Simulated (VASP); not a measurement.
Write the native input for VASP 6.6.1 that does the following.

* Task: single point
* Functional: LDA
* Potentials or basis: VASP PAW LDA potentials, release 64 (Te)
* Cutoff: 520 eV
* k mesh: 5 × 5 × 4
* Occupations: fermi-dirac, width 0.05 eV
* Spin: no spin polarisation
* Dipole correction: no
* Further INCAR settings: ALGO = Normal; EDIFF = 1e-06; NBANDS = 16

The structure of Te lies in POSCAR:

```
Te
1.0
    4.4540000000      0.0000000000      0.0000000000
   -2.2270000000      3.8572771485      0.0000000000
    0.0000000000      0.0000000000      5.9240000000
Te
3
Direct
    0.7263560000      0.7262820000     -0.0009900000
    0.0065170000      0.2784260000      0.6737860000
    0.2737860000      0.0109860000      0.3330490000
```

These files were run (other wordings do the same):

INCAR

```
PREC = Accurate
ENCUT = 520
EDIFF = 1E-6
ISMEAR = -1
SIGMA = 0.05
LREAL = F
LASPH = T
NELM = 80
ALGO = Normal
ISIF = 2
LWAVE = F
LCHARG = F
GGA = CA
NBANDS = 16
```

KPOINTS

```
Automatic mesh
0
Gamma
  5 5 4
```

Potentials or basis: VASP PAW LDA potentials, release 64 (Te).

Launch:

```sh
$ cat potpaw_LDA.64/Te/POTCAR > POTCAR
$ mpirun -np 1 vasp_std > vasp.out
```

It gave:

* Pressure: -2.1 GPa
* Largest force: 0.183 eV/Å
* Band gap on the k mesh: 0.30 eV (least direct gap 0.66 eV)

Caveat: semilocal functionals underestimate gaps, and a narrow one can read as zero; spin-orbit coupling is left out, which moves the levels of the heavy elements.

Run time: 33 s on 1 thread of Intel(R) Xeon(R) 6975P-C (Granite Rapids), with other jobs on the host, peak memory 0.22 GiB.
